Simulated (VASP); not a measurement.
# Pb (Fm-3m) in VASP: a series of runs, part 2 of 3

VASP 6.6.1. The steps go on from the part before.

## Step 4: Single point, r2SCAN

This run uses another cell than the first one, of 32.45 Å³/atom.

Contents of POSCAR:

```
Pb
1.0
    0.0000000000      2.5316619277      2.5316619277
    2.5316619277      0.0000000000      2.5316619277
    2.5316619277      2.5316619277      0.0000000000
Pb
1
Direct
    0.0000000000      0.0000000000      0.0000000000
```

Contents of INCAR.step1:

```
SYSTEM = Pb
PREC = Accurate
ENCUT = 520
ISMEAR = -1
SIGMA = 0.1
LREAL = .FALSE.
LASPH = .TRUE.
NELM = 80
NBANDS = 13
GGA = PE
ALGO = Normal
EDIFF = 1E-4
LWAVE = .TRUE.
LCHARG = .FALSE.
```

Contents of INCAR.step2:

```
SYSTEM = Pb
PREC = Accurate
ENCUT = 520
EDIFF = 1E-6
ISMEAR = -1
SIGMA = 0.1
LREAL = .FALSE.
LASPH = .TRUE.
NELM = 80
ALGO = Normal
ISIF = 2
LWAVE = .FALSE.
LCHARG = .TRUE.
METAGGA = R2SCAN
LMIXTAU = .TRUE.
LELF = .TRUE.
LVHAR = .TRUE.
NBANDS = 13
ISTART = 1
```

Contents of KPOINTS:

```
Automatic mesh
0
G
  12 12 12
  0 0 0
```

Potentials or basis: VASP PAW PBE potentials, release 64 (Pb_d).

The run is started by

```bash
> cat potpaw_PBE.64/Pb_d/POTCAR > POTCAR
> cp INCAR.step1 INCAR
> mpirun -np 1 vasp_std > vasp.out
> cp INCAR.step2 INCAR
> mpirun -np 1 vasp_std > vasp.out
```

OUTCAR:

```text
SYSTEM = Pb
   PREC = Accurate
   ENCUT = 520
   EDIFF = 1E-6
   ISMEAR = -1
   LREAL = .FALSE.
   LASPH = .TRUE.
   NELM = 80
   ISIF = 2
   METAGGA = R2SCAN
   ISTART = 1

 ion  position               nearest neighbor table
   1  0.000  0.000  0.000-

  LATTYP: Found a face centered cubic cell.
 ALAT       =     5.0633238554

  Lattice vectors:

 A1 = (   0.0000000000,   2.5316619277,   2.5316619277)
 A2 = (   2.5316619277,   0.0000000000,   2.5316619277)
 A3 = (   2.5316619277,   2.5316619277,   0.0000000000)

Analysis of symmetry for initial positions (statically):
=====================================================================
 Subroutine PRICEL returns:
 Original cell was already a primitive cell.

 Routine SETGRP: Setting up the symmetry group for a
 face centered cubic supercell.

 Subroutine GETGRP returns: Found 48 space group operations
 (whereof 48 operations were pure point group operations)
 out of a pool of 48 trial point group operations.

The static configuration has the point symmetry O_h .

Analysis of symmetry for dynamics (positions and initial velocities):
=====================================================================
 Subroutine PRICEL returns:
 Original cell was already a primitive cell.

 Routine SETGRP: Setting up the symmetry group for a
 face centered cubic supercell.

 Subroutine GETGRP returns: Found 48 space group operations
 (whereof 48 operations were pure point group operations)
 out of a pool of 48 trial point group operations.

The dynamic configuration has the point symmetry O_h .

 Subroutine INISYM returns: Found 48 space group operations
 (whereof 48 operations are pure point group operations),
 and found     1 'primitive' translations

----------------------------------------------------------------------------------------

[... 114 lines left out ...]
   LORBIT       =      0    0 simple, 1 ext, 2 COOP (PROOUT), +10 PAW based schemes
   METAGGA = R2SCAN    functional components
   LHFCALC =     F    Hartree Fock is set to
   AEXX    =    0.0000 exact exchange contribution
   IVDW    =     0    specifies the selected vdW correction
   LEPSILON=     F    determine dielectric tensor
   LRPA    =     F    only Hartree local field effects (RPA)
 non-spin polarized calculation
  energy-cutoff  :      520.00
  volume of cell :       32.45
 maximum number of plane-waves:       895
   NGX = 13   NGY = 13   NGZ = 13

 number of electron      14.0000003 magnetization

 Free energy of the ion-electron system (eV)
  ---------------------------------------------------
  ext. energy  EPLUGINS =         0.00000000
  ---------------------------------------------------
  free energy    TOTEN  =       -56.27590704 eV

  energy without entropy =      -56.25188753  energy(sigma->0) =      -56.26389728

 E-fermi :   6.5318     XC(G=0): -10.5593

 val. band max:        6.5022008085   @ k =  -0.3333   0.2500   0.0000
 cond. band min:       6.6013362852   @ k =  -0.4167   0.3333   0.1667
 fundamental gap:      0.0991354767
 Fermi energy:         6.5317532899

 k-point     1 :       0.0000    0.0000    0.0000
  band No.  band energies     occupation
      1     -11.1889      2.00000
      2     -11.1889      2.00000
      3     -11.1889      2.00000
      4     -11.0691      2.00000
      5     -11.0691      2.00000
      6      -5.3494      2.00000
      7      13.6634      0.00000
      8      13.6634      0.00000
      9      13.6634      0.00000
     10      16.8487      0.00000
     11      17.8797      0.00000
     12      19.0950      0.00000
     13      19.0950      0.00000
[... 354 lines left out ...]
  band No.  band energies     occupation
      1     -11.2035      2.00000
      2     -11.1532      2.00000
      3     -11.1268      2.00000
      4     -10.9941      2.00000
      5     -10.9647      2.00000
      6      -1.6507      2.00000
      7       3.0774      2.00000
      8       8.6554      0.00000
      9      11.1174      0.00000
     10      14.7063      0.00000
     11      18.5216      0.00000
     12      19.3627      0.00000
     13      21.9160      0.00000

 [... further k-points ...]

------------------------ aborting loop because EDIFF is reached ----------------------------------------

  FORCE on cell =-STRESS in cart. coord.  units (eV):
  Direction    XX          YY          ZZ          XY          YZ          ZX
  --------------------------------------------------------------------------------------
  -------------------------------------------------------------------------------------
  Total       -0.2953309     -0.2953309     -0.2953309      0.0000000     -0.0000000      0.0000000
  in kB      -14.5804990    -14.5804990    -14.5804990      0.0000000     -0.0000000      0.0000000
  external PRESSURE =     -14.5804990 kB  Pullay stress =       0.0000000 kB

 VOLUME and BASIS-vectors are now :
 -----------------------------------------------------------------------------
  energy-cutoff  :      520.00
  volume of cell :       32.45
      direct lattice vectors                 reciprocal lattice vectors
     0.000000000  2.531661928  2.531661928    -0.197498724  0.197498724  0.197498724
     2.531661928  0.000000000  2.531661928     0.197498724 -0.197498724  0.197498724
     2.531661928  2.531661928  0.000000000     0.197498724  0.197498724 -0.197498724

 POSITION                                       TOTAL-FORCE (eV/Angst)
 -----------------------------------------------------------------------------------
      0.00000      0.00000      0.00000         0.000000     -0.000000      0.000000
 -----------------------------------------------------------------------------------
    total drift:                               -0.000000     -0.000000     -0.000000

  FREE ENERGIE OF THE ION-ELECTRON SYSTEM (eV)
  ---------------------------------------------------
  free  energy   TOTEN  =       -56.2759070381 eV

  energy  without entropy=      -56.2518875290  energy(sigma->0) =      -56.26389728
```

OUTCAR.step1:

```text
SYSTEM = Pb
   PREC = Accurate
   ENCUT = 520
   ISMEAR = -1
   LREAL = .FALSE.
   LASPH = .TRUE.
[... 600 lines left out ...]
 -----------------------------------------------------------------------------------
      0.00000      0.00000      0.00000         0.000000     -0.000000     -0.000000
 -----------------------------------------------------------------------------------
    total drift:                               -0.000000     -0.000000     -0.000000

  FREE ENERGIE OF THE ION-ELECTRON SYSTEM (eV)
  ---------------------------------------------------
  free  energy   TOTEN  =        -3.5667745232 eV

  energy  without entropy=       -3.5425689008  energy(sigma->0) =       -3.55467171
```

OSZICAR.step1:

```text
N       E                     dE             d eps       ncg     rms          rms(c)
DAV:   1     0.107988164757E+03    0.10799E+03   -0.71042E+03  1887   0.122E+03
DAV:   2     0.172155752482E+01   -0.10627E+03   -0.10306E+03  1967   0.306E+02
DAV:   3    -0.345226882786E+01   -0.51738E+01   -0.51532E+01  2340   0.733E+01
DAV:   4    -0.357004492293E+01   -0.11778E+00   -0.11775E+00  2266   0.121E+01
DAV:   5    -0.357582260981E+01   -0.57777E-02   -0.57774E-02  2657   0.250E+00    0.466E-01
DAV:   6    -0.356831190245E+01    0.75107E-02   -0.11892E-02  2488   0.183E+00    0.240E-01
DAV:   7    -0.356675570030E+01    0.15562E-02   -0.51774E-03  2447   0.114E+00    0.886E-02
DAV:   8    -0.356677452322E+01   -0.18823E-04   -0.41089E-04  2297   0.324E-01
   1 F= -.35667745E+01 E0= -.35546717E+01  d E =-.242056E-01
```

It took 3.5 min on 1 thread of Intel Xeon 8259CL, shared host; peak memory 0.18 GiB.

What came out:

| Quantity | Value |
| --- | --- |
| Free energy | -56.2759 eV |
| Pressure | -1.5 GPa |
| Band gap on the k mesh | zero (bands 7 and 8 overlap by 8.67 eV) |

Levels at points of the mesh, in eV from the Fermi level:
```
           k point  band 3  band 4  band 5  band 6  band 7  band 8  band 9  band 10  band 11  band 12
(0.00, 0.00, 0.00)  -17.72  -17.60  -17.60  -11.88    7.13    7.13    7.13    10.32    11.35    12.56
(0.50, 0.00, 0.00)  -17.71  -17.48  -17.48   -8.46   -4.08    5.37    5.37     9.41     9.86    11.35
(0.50, 0.50, 0.00)  -17.49  -17.45  -17.45   -7.13   -3.23    2.00    2.00     5.67     6.77    18.86
```

Caveat: the PAW data sets were made with another functional, which shifts forces and pressure a little; spin-orbit coupling is left out, which moves the levels of the heavy elements.

## Step 5: Single point, r2SCAN

This run uses another cell than the first one, of 33.42 Å³/atom.

Contents of POSCAR:

```
Pb
1.0
    0.0000000000      2.5564837256      2.5564837256
    2.5564837256      0.0000000000      2.5564837256
    2.5564837256      2.5564837256      0.0000000000
Pb
1
Direct
    0.0000000000      0.0000000000      0.0000000000
```

Contents of INCAR.step1:

```
PREC = Accurate
ENCUT = 520
ISMEAR = -1
SIGMA = 0.1
LREAL = F
LASPH = T
NELM = 100
NBANDS = 13
GGA = PE
ALGO = Normal
EDIFF = 1E-4
LWAVE = T
LCHARG = F
```

Contents of INCAR.step2:

```
PREC = Accurate
ENCUT = 520
EDIFF = 1E-6
ISMEAR = -1
SIGMA = 0.1
LREAL = F
LASPH = T
NELM = 100
ALGO = Normal
ISIF = 2
LWAVE = F
LCHARG = F
METAGGA = R2SCAN
LMIXTAU = T
NBANDS = 13
ISTART = 1
```

Contents of KPOINTS:

```
regular mesh
0
Gamma
  12 12 12
```

The run is started by

```bash
> cat potpaw_PBE.64/Pb_d/POTCAR > POTCAR
> cp INCAR.step1 INCAR
> mpirun -np 1 vasp_std > vasp.out
> cp INCAR.step2 INCAR
> mpirun -np 1 vasp_std > vasp.out
```

Wall time 3.6 min (1 thread of Intel Xeon 8259CL, shared host); peak memory 0.18 GiB.

It converged, with:

| Property | Result |
| --- | --- |
| Free energy | -56.2645 eV |
| Pressure | -2.5 GPa |
| Band gap on the k mesh | zero (bands 7 and 8 overlap by 8.38 eV) |

Levels at points of the mesh, in eV from the Fermi level:
```tsv
k point	band 4	band 5	band 6	band 7	band 8	band 9	band 10	band 11
(0.00, 0.00, 0.00)	-17.60	-17.60	-11.70	6.90	6.90	6.90	10.29	10.97
(0.50, 0.00, 0.00)	-17.49	-17.49	-8.44	-3.94	5.20	5.20	9.16	9.82
(0.50, 0.50, 0.00)	-17.46	-17.46	-7.17	-3.12	1.96	1.96	5.59	6.69
```

Caveat: the PAW data sets were made with another functional, which shifts forces and pressure a little; spin-orbit coupling is left out, which moves the levels of the heavy elements.

(Part 2 of 3 ends here.)

The gap in the log of VASP goes by the Fermi energy; the results here count the filled bands.